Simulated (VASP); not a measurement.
Here is a VASP 6.6.1 calculation.

Contents of POSCAR:

```
TiH
1.0
    0.0000000000      2.1610109507      2.1610109507
    2.1610109507      0.0000000000      2.1610109507
    2.1610109507      2.1610109507      0.0000000000
Ti H
1 1
Direct
    0.0000000000      0.0000000000      0.0000000000
    0.2500000000      0.2500000000      0.2500000000
```

The input INCAR.step1:

```
SYSTEM = TiH
ALGO = Normal
EDIFF = 1E-4
ENCUT = 520
GGA = PE
ISMEAR = 0
LASPH = .True.
LCHARG = .False.
LREAL = .False.
LWAVE = .True.
NBANDS = 14
NELM = 60
PREC = Accurate
SIGMA = 0.1
```

INCAR.step2

```
SYSTEM = TiH
ALGO = Normal
EDIFF = 1E-6
ENCUT = 520
ISIF = 2
ISMEAR = 0
ISTART = 1
LASPH = .True.
LCHARG = .False.
LMIXTAU = .True.
LREAL = .False.
LWAVE = .False.
METAGGA = R2SCAN
NBANDS = 14
NELM = 60
PREC = Accurate
SIGMA = 0.1
```

The input KPOINTS:

```
k-points
0
Gamma
  22 22 22
  0 0 0
```

Potentials or basis: VASP PAW PBE potentials, release 64 (Ti_sv, H).

Command:

```console
$ cat potpaw_PBE.64/Ti_sv/POTCAR potpaw_PBE.64/H/POTCAR > POTCAR
$ cp INCAR.step1 INCAR
$ mpirun -np 1 vasp_std > vasp.out
$ cp INCAR.step2 INCAR
$ mpirun -np 1 vasp_std > vasp.out
```

Q: What does it give for the pressure?

A: 0.4 GPa.

Caveat: the PAW data sets were made with another functional, which shifts forces and pressure a little.
